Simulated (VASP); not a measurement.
Input of a VASP 6.6.1 run:

The input INCAR:

```
PREC = Accurate
ENCUT = 500
EDIFF = 1E-6
ISMEAR = -1
SIGMA = 0.1
LREAL = F
LASPH = T
NELM = 200
ALGO = Normal
ISIF = 2
LWAVE = F
LCHARG = F
ISPIN = 2
MAGMOM = 1.6 -1.6 0 0
LORBIT = 11
LMAXMIX = 4
GGA = CA
NBANDS = 34
GGA_COMPAT = F
```

Contents of KPOINTS:

```
Automatic mesh
0
Gamma
  11 11 4
```

POSCAR

```
MnIr
1.0
    2.7258966415      0.0000000000      0.0000000000
    0.0000000000      2.7258966415      0.0000000000
    0.0000000000      0.0000000000      7.2860000000
Mn Ir
2 2
Direct
    0.5000000000      0.5000000000      0.2500000000
    0.5000000000      0.5000000000      0.7500000000
    0.0000000000      0.0000000000      0.0000000000
    0.0000000000      0.0000000000      0.5000000000
```

Potentials or basis: VASP PAW LDA potentials, release 64 (Mn_pv, Ir).

The run is started by

```bash
$ cat potpaw_LDA.64/Mn_pv/POTCAR potpaw_LDA.64/Ir/POTCAR > POTCAR
$ mpirun -np 1 vasp_std > vasp.out
```

(1) What does it give for the pressure?

(2) What does it give for the band gap on the k mesh?

## Answers

(1) -27.1 GPa.

(2) zero (filled and empty bands overlap).

Caveat: the stress differs along the axes, from -30 to -22 GPa; the antiferromagnetic order is the one typed at the start, and another may lie lower; spin-orbit coupling is left out, which moves the levels of the heavy elements.
